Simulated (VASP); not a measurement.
# CdS (P6_3mc) in VASP: further runs

CdS is run at these levels: r2SCAN50, r2SCANh, pbe exchange, pbesol correlation, PBE-based screened hybrid with 15 % exact exchange; tasks: single point.

All numbers are computed with VASP 6.6.1; they aren't measurements. Logs are shortened: lines on timing, memory, paths and dates and some standing lists are left out, and cuts for length are marked.

## Step 1: The cell of the first run

The structure is hexagonal, space group P6_3mc (No. 186). Conventional cell: a = 4.150 Å, b = 4.150 Å, c = 6.737 Å, α = 90.00°, β = 90.00°, γ = 120.00°. Cd (site symmetry 3m) has 4 S at 2.53 to 2.54 Å within 3.3 Å. S (site symmetry 3m) has 4 Cd at 2.53 to 2.54 Å within 3.3 Å.

## Step 2: Single point, r2SCAN50

File POSCAR:

```
CdS
1.0
    4.1500000000      0.0000000000      0.0000000000
   -2.0750000000      3.5940054257      0.0000000000
    0.0000000000      0.0000000000      6.7370000000
Cd S
2 2
Direct
    0.6666666667      0.3333333333      0.5000000000
    0.3333333333      0.6666666667      0.0000000000
    0.6666666667      0.3333333333      0.8750000000
    0.3333333333      0.6666666667      0.3750000000
```

File INCAR.step1:

```
PREC = Accurate ; ENCUT = 520
EDIFF = 1E-5 ; ISMEAR = -1
SIGMA = 0.05 ; LREAL = False
LASPH = True ; NELM = 80
ALGO = Normal ; ISIF = 2
LWAVE = True ; LCHARG = False
GGA = PE ; NBANDS = 26
```

File INCAR.step2:

```
PREC = Accurate ; ENCUT = 520
EDIFF = 1E-6 ; ISMEAR = -1
SIGMA = 0.05 ; LREAL = False
LASPH = True ; NELM = 80
ALGO = Normal ; ISIF = 2
LWAVE = False ; LCHARG = False
METAGGA = R2SCAN ; LHFCALC = True
AEXX = 0.5 ; LMIXTAU = True
PRECFOCK = Normal ; ISTART = 1
NBANDS = 26
```

File KPOINTS:

```
Automatic mesh
0
Gamma
  4 4 2
```

Potentials or basis: VASP PAW PBE potentials, release 64 (Cd, S).

Started as:

```sh
cat potpaw_PBE.64/Cd/POTCAR potpaw_PBE.64/S/POTCAR > POTCAR
cp INCAR.step1 INCAR
mpirun -np 1 vasp_std > vasp.out
cp INCAR.step2 INCAR
mpirun -np 1 vasp_std > vasp.out
```

OUTCAR:

```text
PREC = Accurate
   ENCUT = 520
   EDIFF = 1E-6
   ISMEAR = -1
   LREAL = False
   LASPH = True
   NELM = 80
   ISIF = 2
   METAGGA = R2SCAN
   LHFCALC = True
   AEXX = 0.5
   PRECFOCK = Normal
   ISTART = 1

 ion  position               nearest neighbor table
   1  0.667  0.333  0.500-   3 2.53   4 2.54   4 2.54   4 2.54
   2  0.333  0.667  0.000-   4 2.53   3 2.54   3 2.54   3 2.54
   3  0.667  0.333  0.875-   1 2.53   2 2.54   2 2.54   2 2.54
   4  0.333  0.667  0.375-   2 2.53   1 2.54   1 2.54   1 2.54

  LATTYP: Found a hexagonal cell.
 ALAT       =     4.1500000000
 C/A-ratio  =     1.6233734940

  Lattice vectors:

 A1 = (   4.1500000000,   0.0000000000,   0.0000000000)
 A2 = (  -2.0750000000,   3.5940054257,   0.0000000000)
 A3 = (   0.0000000000,   0.0000000000,   6.7370000000)

Analysis of symmetry for initial positions (statically):
=====================================================================
 Subroutine PRICEL returns:
 Original cell was already a primitive cell.

 Routine SETGRP: Setting up the symmetry group for a
 hexagonal supercell.

 Subroutine GETGRP returns: Found 12 space group operations
 (whereof  6 operations were pure point group operations)
 out of a pool of 24 trial point group operations.

The static configuration has the point symmetry C_3v.
 The point group associated with its full space group is C_6v.

Analysis of symmetry for dynamics (positions and initial velocities):
=====================================================================
 Subroutine PRICEL returns:
 Original cell was already a primitive cell.

 Routine SETGRP: Setting up the symmetry group for a
 hexagonal supercell.

 Subroutine GETGRP returns: Found 12 space group operations
 (whereof  6 operations were pure point group operations)
 out of a pool of 24 trial point group operations.

The dynamic configuration has the point symmetry C_3v.
 The point group associated with its full space group is C_6v.

 Subroutine INISYM returns: Found 12 space group operations
 (whereof  6 operations are pure point group operations),
 and found     1 'primitive' translations

----------------------------------------------------------------------------------------

                                     Primitive cell

  volume of cell :     100.4832

  direct lattice vectors                    reciprocal lattice vectors
     4.150000000  0.000000000  0.000000000     0.240963855  0.139120547  0.000000000
    -2.075000000  3.594005426  0.000000000     0.000000000  0.278241094  0.000000000
     0.000000000  0.000000000  6.737000000     0.000000000  0.000000000  0.148434021

  length of vectors
     4.150000000  4.150000000  6.737000000     0.278241094  0.278241094  0.148434021

  position of ions in fractional coordinates (direct lattice)
     0.666666667  0.333333333  0.500000000
     0.333333333  0.666666667  0.000000000
     0.666666667  0.333333333  0.875000000
     0.333333333  0.666666667  0.375000000

  ion indices of the primitive-cell ions
   primitive index   ion index
                 1           1
                 2           2
                 3           3
                 4           4

----------------------------------------------------------------------------------------

 KPOINTS: Automatic mesh

Automatic generation of k-mesh.
 Grid dimensions read from file:
 generate k-points for:    4    4    2

 Generating k-lattice:

  Cartesian coordinates                     Fractional coordinates (reciprocal lattice)
     0.060240964  0.034780137  0.000000000     0.250000000  0.000000000  0.000000000
     0.000000000  0.069560273  0.000000000     0.000000000  0.250000000  0.000000000
     0.000000000  0.000000000  0.074217011     0.000000000  0.000000000  0.500000000

  Length of vectors
     0.069560273  0.069560273  0.074217011

  Shift w.r.t. Gamma in fractional coordinates (k-lattice)
     0.000000000  0.000000000  0.000000000

 Subroutine IBZKPT returns following result:
 ===========================================

 Found      8 irreducible k-points:

 Following reciprocal coordinates:
            Coordinates               Weight
  0.000000  0.000000  0.000000      1.000000
  0.250000 -0.000000  0.000000      6.000000
  0.500000 -0.000000  0.000000      3.000000
  0.250000  0.250000  0.000000      6.000000
  0.000000  0.000000  0.500000      1.000000
  0.250000 -0.000000  0.500000      6.000000
  0.500000 -0.000000  0.500000      3.000000
  0.250000  0.250000  0.500000      6.000000
   k-points           NKPTS =      8   k-points in BZ     NKDIM =     32   number of bands    NBANDS=     26
   number of dos      NEDOS =    301   number of ions     NIONS =      4
   total plane-waves  NPLWV =  51200
   dimension x,y,z NGX =    32 NGY =   32 NGZ =   50
   dimension x,y,z NGXF=    64 NGYF=   64 NGZF=  100
   ions per type =               2   2
   NGX,Y,Z   is equivalent  to a cutoff of  12.82, 12.82, 12.34 a.u.
   NGXF,Y,Z  is equivalent  to a cutoff of  25.64, 25.64, 24.68 a.u.
 SYSTEM =  unknown system
   PREC   = accura    normal or accurate (medium, high low for compatibility)
   ISTART =      1    job   : 0-new  1-cont  2-samecut
   ICHARG =      0    charge: 1-file 2-atom 10-const
   ISPIN  =      1    spin polarized calculation?
   LNONCOLLINEAR =      F non collinear calculations
   LSORBIT =      F    spin-orbit coupling
   LASPH  =      T    aspherical Exc in radial PAW
   ENCUT  =  520.0 eV  38.22 Ry    6.18 a.u.   7.72  7.72 12.53*2*pi/ulx,y,z
   NELM   =     80;   NELMIN=  2; NELMDL=  0     # of ELM steps
   EDIFF  = 0.1E-05   stopping-criterion for ELM
   LREAL  =      F    real-space projection
   EDIFFG = 0.1E-04   stopping-criterion for IOM
   NSW    =      0    number of steps for IOM
   IBRION =     -1    ionic relax: 0-MD 1-quasi-New 2-CG
   NFREE  =      0    steps in history (QN), initial steepest desc. (CG)
   ISIF   =      2    stress and relaxation
   ISYM   =      3    0-nonsym 1-usesym 2-fastsym
   POTIM  = 0.5000    time-step for ionic-motion
   TEBEG  =    0.0;   TEEND  =   0.0 temperature during run
   PSTRESS=    0.0 pullay stress
   NELECT =      36.0000    total number of electrons
   NUPDOWN=      -1.0000    fix difference up-down
   EMIN   =  10.00;   EMAX   =-10.00  energy-range for DOS
   EFERMI =   0.00;   METHOD = LEGACY
   ISMEAR =    -1;   SIGMA  =   0.05  broadening in eV -4-tet -1-fermi 0-gaus
   EFERMI_NEDOS =   21; number of points for ismear=-14 and -15
   IALGO  =     38    algorithm
   IMIX   =      1    mixing-type and parameters
     AMIX     =   0.40;   BMIX     =  1.00
     AMIX_MAG =   1.60;   BMIX_MAG =  1.00
  volume/ion in A,a.u.               =      25.12       169.52
  Fermi-wavevector in a.u.,A,eV,Ry     =   1.162727  2.197236 18.394190  1.351935
  Thomas-Fermi vector in A             =   2.299285
   LORBIT       =      0    0 simple, 1 ext, 2 COOP (PROOUT), +10 PAW based schemes
   METAGGA = R2SCAN    functional components
   LHFCALC =     T    Hartree Fock is set to
   PRECFOCK=normal    Normal, Fast or Accurate (Low or Medium for compatibility)
   ENCUT4O =  -1.0   cutoff for four orbital integrals eV
   NKREDX  =     1    reduce k-point grid by
   NKREDY  =     1    reduce k-point grid by
   NKREDZ  =     1    reduce k-point grid by
   AEXX    =    0.5000 exact exchange contribution
   HFSCREEN=    0.0000 screening length (either q_TF or 0.3 A-1)
   HFSCREENC=   0.0000 screening length for correlation (either q_TF or 0.3 A-1)
   ENCUTFOCK=  -1.0 apply spherical cutoff to Coloumb kernel
   IVDW    =     0    specifies the selected vdW correction
   LEPSILON=     F    determine dielectric tensor
   LRPA    =     F    only Hartree local field effects (RPA)
 non-spin polarized calculation
  energy-cutoff  :      520.00
  volume of cell :      100.48
 maximum number of plane-waves:      2731
 NGX is ok and might be reduce to    32
  NGX = 24; NGY = 24; NGZ = 40

 number of electron      35.9999996 magnetization

 Free energy of the ion-electron system (eV)
  ---------------------------------------------------
  ext. energy  EPLUGINS =         0.00000000
  ---------------------------------------------------
  free energy    TOTEN  =       -44.53232855 eV

  energy without entropy =      -44.53232855  energy(sigma->0) =      -44.53232855

 E-fermi :   0.1764     XC(G=0):  -5.4344

 val. band max:       -0.9666471576   @ k =   0.0000   0.0000   0.0000
 cond. band min:       3.8459450994   @ k =   0.0000   0.0000   0.0000
 fundamental gap:      4.8125922570
 Fermi energy:         0.1764116503

 k-point     1 :       0.0000    0.0000    0.0000
  band No.  band energies     occupation
      1     -15.8121      2.00000
      2     -15.3306      2.00000
      3     -11.0833      2.00000
      4     -11.0614      2.00000
      5     -11.0614      2.00000
      6     -10.9725      2.00000
[... 18 lines left out ...]
     25      10.7563      0.00000
     26      10.7563      0.00000

 k-point     2 :       0.2500   -0.0000    0.0000
  band No.  band energies     occupation
      1     -15.5946      2.00000
      2     -15.2493      2.00000
      3     -11.0172      2.00000
      4     -10.9949      2.00000
      5     -10.8936      2.00000
      6     -10.8715      2.00000
[... 18 lines left out ...]
     25      11.1307      0.00000
     26      11.5574      0.00000

 k-point     3 :       0.5000   -0.0000    0.0000
  band No.  band energies     occupation
      1     -15.3474      2.00000
      2     -15.2013      2.00000
      3     -10.9687      2.00000
      4     -10.9520      2.00000
      5     -10.7758      2.00000
      6     -10.7651      2.00000
[... 18 lines left out ...]
     25      11.4156      0.00000
     26      13.5784      0.00000

 k-point     4 :       0.2500    0.2500    0.0000
  band No.  band energies     occupation
      1     -15.3491      2.00000
      2     -15.2028      2.00000
      3     -10.9849      2.00000
      4     -10.9143      2.00000
      5     -10.8166      2.00000
      6     -10.7888      2.00000
[... 18 lines left out ...]
     25      10.9360      0.00000
     26      12.7783      0.00000

 k-point     5 :       0.0000    0.0000    0.5000
  band No.  band energies     occupation
      1     -15.5620      2.00000
      2     -15.5620      2.00000
      3     -11.0232      2.00000
      4     -11.0232      2.00000
      5     -11.0232      2.00000
      6     -11.0232      2.00000
[... 18 lines left out ...]
     25       9.8336      0.00000
     26       9.8336      0.00000

 k-point     6 :       0.2500   -0.0000    0.5000
  band No.  band energies     occupation
      1     -15.4096      2.00000
      2     -15.4096      2.00000
      3     -10.9560      2.00000
      4     -10.9560      2.00000
      5     -10.9349      2.00000
      6     -10.9349      2.00000
[... 18 lines left out ...]
     25      10.9486      0.00000
     26      10.9486      0.00000

 k-point     7 :       0.5000   -0.0000    0.5000
  band No.  band energies     occupation
      1     -15.2609      2.00000
      2     -15.2609      2.00000
      3     -10.9324      2.00000
      4     -10.9324      2.00000
      5     -10.8594      2.00000
      6     -10.8594      2.00000
[... 18 lines left out ...]
     25      11.6042      0.00000
     26      11.6042      0.00000

 k-point     8 :       0.2500    0.2500    0.5000
  band No.  band energies     occupation
      1     -15.2624      2.00000
      2     -15.2624      2.00000
      3     -10.9074      2.00000
      4     -10.9074      2.00000
      5     -10.8707      2.00000
      6     -10.8707      2.00000
[... 18 lines left out ...]
     25      11.2997      0.00000
     26      11.2997      0.00000

------------------------ aborting loop because EDIFF is reached ----------------------------------------

  FORCE on cell =-STRESS in cart. coord.  units (eV):
  Direction    XX          YY          ZZ          XY          YZ          ZX
  --------------------------------------------------------------------------------------
  -------------------------------------------------------------------------------------
  Total       -0.2578655     -0.2578655     -0.0223556      0.0000000      0.0000000      0.0000000
  in kB       -4.1115965     -4.1115965     -0.3564546      0.0000000      0.0000000      0.0000000
  external PRESSURE =      -2.8598825 kB  Pullay stress =       0.0000000 kB

 VOLUME and BASIS-vectors are now :
 -----------------------------------------------------------------------------
  energy-cutoff  :      520.00
  volume of cell :      100.48
      direct lattice vectors                 reciprocal lattice vectors
     4.150000000  0.000000000  0.000000000     0.240963855  0.139120547  0.000000000
    -2.075000000  3.594005426  0.000000000     0.000000000  0.278241094  0.000000000
     0.000000000  0.000000000  6.737000000     0.000000000  0.000000000  0.148434021

 POSITION                                       TOTAL-FORCE (eV/Angst)
 -----------------------------------------------------------------------------------
      2.07500      1.19800      3.36850         0.000000      0.000000     -0.068807
     -0.00000      2.39600      0.00000        -0.000000     -0.000000     -0.068807
      2.07500      1.19800      5.89487         0.000000     -0.000000      0.068807
     -0.00000      2.39600      2.52637        -0.000000      0.000000      0.068807
 -----------------------------------------------------------------------------------
    total drift:                               -0.000000     -0.000000     -0.003946

  FREE ENERGIE OF THE ION-ELECTRON SYSTEM (eV)
  ---------------------------------------------------
  free  energy   TOTEN  =       -44.5323285519 eV

  energy  without entropy=      -44.5323285518  energy(sigma->0) =      -44.53232855
```

Run time: 20 min. Hardware: 1 thread of AMD EPYC 7R13 (Zen 3), shared host; peak memory 0.23 GiB.

What came out:

```
Free energy            : -44.5323 eV
Pressure               : -0.3 GPa
Largest force          : 0.069 eV/Å
Band gap on the k mesh : 4.81 eV
```

Forces in eV/Å, atoms in the order of the input:
```
Cd   0.000  0.000 -0.069
Cd   0.000  0.000 -0.069
S    0.000  0.000  0.069
S    0.000  0.000  0.069
```

Levels at points of the mesh, in eV from the valence-band top:
| k point | band 16 | band 17 | band 18 | band 19 | band 20 | band 21 |
| --- | --- | --- | --- | --- | --- | --- |
| (0.00, 0.00, 0.00) | -0.04 | 0.00 | 0.00 | 4.81 | 6.57 | 10.44 |
| (0.50, 0.00, 0.00) | -2.15 | -1.48 | -0.84 | 7.50 | 7.59 | 8.58 |
| (0.00, 0.00, 0.50) | -0.46 | -0.46 | -0.46 | 6.60 | 6.60 | 10.09 |
| (0.50, 0.00, 0.50) | -1.53 | -1.51 | -1.51 | 7.09 | 7.09 | 9.23 |

Caveat: the k points lie up to 0.47 Å⁻¹ apart; the PAW data sets were made with another functional, which shifts forces and pressure a little.

[end of part 1 of 2]
